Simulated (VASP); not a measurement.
# NaF (Fmmm) in VASP: single point with r2SCAN

Aim: the single point of NaF with r2SCAN.

All numbers are computed with VASP 6.6.1; they aren't measurements. Logs are shortened: lines on timing, memory, paths and dates and some standing lists are left out, and cuts for length are marked.

### Step 1. The cell of the first run

It takes space group Fmmm (No. 69, orthorhombic). The conventional cell has a = 4.560 Å, b = 4.647 Å, c = 4.733 Å, α = 90.00°, β = 90.00°, γ = 90.00°. Within 3.0 Å of Na (site symmetry mmm) lie 6 F at 2.28 to 2.37 Å. F (site symmetry mmm) has 6 Na at 2.28 to 2.37 Å within 3.0 Å.

### Step 2. Single point, r2SCAN (strain +0.0187 x Voigt [1, -1, 0, 0, 0, 0])

The input, POSCAR:

```
NaF
1.0
    0.0000000000      2.2798542900      2.3233000000
    2.3667457100      0.0000000000      2.3233000000
    2.3667457100      2.2798542900      0.0000000000
Na F
1 1
Direct
    0.0000000000      0.0000000000      0.0000000000
    0.5000000000      0.5000000000      0.5000000000
```

The input, INCAR.step1:

```
  PREC = Accurate
  ENCUT = 520
  ISMEAR = 0
  SIGMA = 0.05
  LREAL = F
  LASPH = T
  NELM = 100
  NBANDS = 14
  GGA = PE
  ALGO = Normal
  EDIFF = 1E-4
  LWAVE = T
  LCHARG = F
```

The input, INCAR.step2:

```
  PREC = Accurate
  ENCUT = 520
  EDIFF = 1E-6
  ISMEAR = 0
  SIGMA = 0.05
  LREAL = F
  LASPH = T
  NELM = 100
  ALGO = Normal
  ISIF = 2
  LWAVE = F
  LCHARG = F
  METAGGA = R2SCAN
  LMIXTAU = T
  NBANDS = 14
  ISTART = 1
```

The input, KPOINTS:

```
regular mesh
0
Gamma
  8 8 8
```

Potentials or basis: VASP PAW PBE potentials, release 64 (Na_pv, F).

Command:

```bash
cat potpaw_PBE.64/Na_pv/POTCAR potpaw_PBE.64/F/POTCAR > POTCAR
cp INCAR.step1 INCAR
mpirun -np 1 vasp_std > vasp.out
cp INCAR.step2 INCAR
mpirun -np 1 vasp_std > vasp.out
```

OUTCAR:

```text
PREC = Accurate
   ENCUT = 520
   EDIFF = 1E-6
   ISMEAR = 0
   LREAL = F
   LASPH = T
   NELM = 100
   ISIF = 2
   METAGGA = R2SCAN
   ISTART = 1

 ion  position               nearest neighbor table
   1  0.000  0.000  0.000-   2 2.28   2 2.28   2 2.32   2 2.32
   2  0.500  0.500  0.500-   1 2.28   1 2.28   1 2.32   1 2.32

  LATTYP: Found a face centered orthorhombic cell.
 ALAT       =     4.5597085800
 B/A-ratio  =     1.0190563538
 C/A-ratio  =     1.0381127076

  Lattice vectors:

 A1 = (  -2.3667457100,   0.0000000000,  -2.3233000000)
 A2 = (  -2.3667457100,   2.2798542900,   0.0000000000)
 A3 = (   0.0000000000,   2.2798542900,  -2.3233000000)

Analysis of symmetry for initial positions (statically):
=====================================================================
 Subroutine PRICEL returns:
 Original cell was already a primitive cell.

 Routine SETGRP: Setting up the symmetry group for a
 face centered orthorhombic supercell.

 Subroutine GETGRP returns: Found  8 space group operations
 (whereof  8 operations were pure point group operations)
 out of a pool of  8 trial point group operations.

The static configuration has the point symmetry D_2h.

Analysis of symmetry for dynamics (positions and initial velocities):
=====================================================================
 Subroutine PRICEL returns:
 Original cell was already a primitive cell.

 Routine SETGRP: Setting up the symmetry group for a
 face centered orthorhombic supercell.

 Subroutine GETGRP returns: Found  8 space group operations
 (whereof  8 operations were pure point group operations)
 out of a pool of  8 trial point group operations.

The dynamic configuration has the point symmetry D_2h.

 Subroutine INISYM returns: Found  8 space group operations
 (whereof  8 operations are pure point group operations),
 and found     1 'primitive' translations

----------------------------------------------------------------------------------------

                                     Primitive cell

  volume of cell :      25.0723

  direct lattice vectors                    reciprocal lattice vectors
     0.000000000  2.279854290  2.323300000    -0.211260550  0.219312261  0.215211122
     2.366745710  0.000000000  2.323300000     0.211260550 -0.219312261  0.215211122
     2.366745710  2.279854290  0.000000000     0.211260550  0.219312261 -0.215211122

  length of vectors
     3.255066585  3.316505412  3.286216797     0.372887000  0.372887000  0.372887000
[... 85 lines left out ...]
   IBRION =     -1    ionic relax: 0-MD 1-quasi-New 2-CG
   NFREE  =      0    steps in history (QN), initial steepest desc. (CG)
   ISIF   =      2    stress and relaxation
   ISYM   =      2    0-nonsym 1-usesym 2-fastsym
   POTIM  = 0.5000    time-step for ionic-motion
   TEBEG  =    0.0;   TEEND  =   0.0 temperature during run
   PSTRESS=    0.0 pullay stress
   NELECT =      14.0000    total number of electrons
   NUPDOWN=      -1.0000    fix difference up-down
   EMIN   =  10.00;   EMAX   =-10.00  energy-range for DOS
   EFERMI =   0.00;   METHOD = LEGACY
   ISMEAR =     0;   SIGMA  =   0.05  broadening in eV -4-tet -1-fermi 0-gaus
   EFERMI_NEDOS =   21; number of points for ismear=-14 and -15
   IALGO  =     38    algorithm
   IMIX   =      4    mixing-type and parameters
     AMIX     =   0.40;   BMIX     =  1.00
     AMIX_MAG =   1.60;   BMIX_MAG =  1.00
  volume/ion in A,a.u.               =      12.54        84.60
  Fermi-wavevector in a.u.,A,eV,Ry     =   1.348092  2.547524 24.726574  1.817352
  Thomas-Fermi vector in A             =   2.475789
   LORBIT       =      0    0 simple, 1 ext, 2 COOP (PROOUT), +10 PAW based schemes
   METAGGA = R2SCAN    functional components
   LHFCALC =     F    Hartree Fock is set to
   AEXX    =    0.0000 exact exchange contribution
   IVDW    =     0    specifies the selected vdW correction
   LEPSILON=     F    determine dielectric tensor
   LRPA    =     F    only Hartree local field effects (RPA)
 non-spin polarized calculation
 Gauss-broadening in eV      SIGMA  =   0.05
  energy-cutoff  :      520.00
  volume of cell :       25.07
 maximum number of plane-waves:       684
   NGX = 13   NGY = 13   NGZ = 13

 number of electron      13.9999991 magnetization

 Free energy of the ion-electron system (eV)
  ---------------------------------------------------
  ext. energy  EPLUGINS =         0.00000000
  ---------------------------------------------------
  free energy    TOTEN  =       -12.59222776 eV

  energy without entropy =      -12.59222776  energy(sigma->0) =      -12.59222776

 E-fermi :  -2.4185     XC(G=0):  -9.7306

 val. band max:       -2.7568714386   @ k =   0.0000   0.0000   0.0000
 cond. band min:       4.3669787699   @ k =   0.0000   0.0000   0.0000
 fundamental gap:      7.1238502084
 Fermi energy:        -2.4184596088

 k-point     1 :       0.0000    0.0000    0.0000
  band No.  band energies     occupation
      1     -23.0418      2.00000
      2     -22.2836      2.00000
      3     -22.2765      2.00000
      4     -22.2720      2.00000
      5      -2.7578      2.00000
      6      -2.7572      2.00000
      7      -2.7569      2.00000
      8       4.3670      0.00000
      9      16.8521      0.00000
     10      16.9806      0.00000
     11      17.1061      0.00000
     12      19.6076      0.00000
     13      21.7494      0.00000
     14      22.6994      0.00000
[... 377 lines left out ...]
      1     -23.3337      2.00000
      2     -22.3019      2.00000
      3     -22.2902      2.00000
      4     -21.8706      2.00000
      5      -3.9478      2.00000
      6      -3.0315      2.00000
      7      -3.0068      2.00000
      8       7.6527      0.00000
      9      11.8973      0.00000
     10      17.6477      0.00000
     11      17.8633      0.00000
     12      19.3889      0.00000
     13      22.0174      0.00000
     14      24.3067      0.00000

 [... further k-points ...]
[... 5 lines left out ...]
  --------------------------------------------------------------------------------------
  -------------------------------------------------------------------------------------
  Total       -0.5708667     -0.1040498     -0.3488367      0.0000000      0.0000000      0.0000000
  in kB      -36.4797076     -6.6490207    -22.2914718      0.0000000      0.0000000      0.0000000
  external PRESSURE =     -21.8067334 kB  Pullay stress =       0.0000000 kB

 VOLUME and BASIS-vectors are now :
 -----------------------------------------------------------------------------
  energy-cutoff  :      520.00
  volume of cell :       25.07
      direct lattice vectors                 reciprocal lattice vectors
     0.000000000  2.279854290  2.323300000    -0.211260550  0.219312261  0.215211122
     2.366745710  0.000000000  2.323300000     0.211260550 -0.219312261  0.215211122
     2.366745710  2.279854290  0.000000000     0.211260550  0.219312261 -0.215211122

 POSITION                                       TOTAL-FORCE (eV/Angst)
 -----------------------------------------------------------------------------------
      0.00000      0.00000      0.00000         0.000000     -0.000000     -0.000000
      2.36675      2.27985      2.32330         0.000000      0.000000      0.000000
 -----------------------------------------------------------------------------------
    total drift:                                0.000000     -0.000000      0.000000

  FREE ENERGIE OF THE ION-ELECTRON SYSTEM (eV)
  ---------------------------------------------------
  free  energy   TOTEN  =       -12.5922277576 eV

  energy  without entropy=      -12.5922277576  energy(sigma->0) =      -12.59222776
```

OUTCAR.step1:

```text
PREC = Accurate
   ENCUT = 520
   ISMEAR = 0
   LREAL = F
   LASPH = T
[... 630 lines left out ...]
 -----------------------------------------------------------------------------------
      0.00000      0.00000      0.00000        -0.000000     -0.000000      0.000000
      2.36675      2.27985      2.32330         0.000000      0.000000      0.000000
 -----------------------------------------------------------------------------------
    total drift:                                0.000000     -0.000000      0.000000

  FREE ENERGIE OF THE ION-ELECTRON SYSTEM (eV)
  ---------------------------------------------------
  free  energy   TOTEN  =        -8.5593294586 eV

  energy  without entropy=       -8.5593294586  energy(sigma->0) =       -8.55932946
```

Run time: 1.7 min. Hardware: 1 thread of Intel Xeon 8259CL, shared host; peak memory 0.16 GiB.

Results:

| Quantity | Value |
| --- | --- |
| Free energy | -12.5922 eV |
| Pressure | -2.2 GPa |
| Band gap on the k mesh | 7.12 eV |

Caveat: the cell differs from its parent crystal (strain +0.0187 x Voigt [1, -1, 0, 0, 0, 0]); the PAW data sets were made with another functional, which shifts forces and pressure a little.
